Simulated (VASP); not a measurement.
Here is a VASP 6.6.1 calculation.

The input INCAR:

```
  PREC = Accurate
  ENCUT = 520
  EDIFF = 1E-6
  ISMEAR = -1
  SIGMA = 0.02
  LREAL = F
  LASPH = T
  NELM = 60
  ALGO = Normal
  ISIF = 2
  LWAVE = F
  LCHARG = F
  GGA = PS
  NBANDS = 34
```

File KPOINTS:

```
Automatic mesh
0
Gamma
  6 6 4
```

The input POSCAR:

```
ZrSnO4
1.0
    3.5734191187      0.0000000000      0.0000000000
    0.0000000000      3.5734191187      0.0000000000
    0.0000000000      0.0000000000      5.3336646065
Zr Sn O
1 1 4
Direct
    0.5000000000      0.5000000000      0.5000000000
    0.0000000000      0.0000000000      0.0000000000
    0.5000000000      0.0000000000      0.6845151362
    0.0000000000      0.5000000000      0.8127758283
    0.0000000000      0.5000000000      0.3154848638
    0.5000000000      0.0000000000      0.1872241717
```

Potentials or basis: VASP PAW PBE potentials, release 64 (Zr_sv, Sn_d, O).

Command:

```console
$ cat potpaw_PBE.64/Zr_sv/POTCAR potpaw_PBE.64/Sn_d/POTCAR potpaw_PBE.64/O/POTCAR > POTCAR
$ mpirun -np 1 vasp_std > vasp.out
```

Problem. Predict the pressure.

Solution. 0.5 GPa.

Problem. Predict the band gap on the k mesh.

Solution. 1.85 eV (least direct gap 1.99 eV).

Problem. Predict the largest force.

Solution. 0.039 eV/Å.

Stress tensor (GPa, compression positive):
```
0.62 0.00 0.00
0.00 0.62 0.00
0.00 0.00 0.33
```

Caveat: the PAW data sets were made with another functional, which shifts forces and pressure a little; spin-orbit coupling is left out, which moves the levels of the heavy elements. A k mesh can miss the band edges.
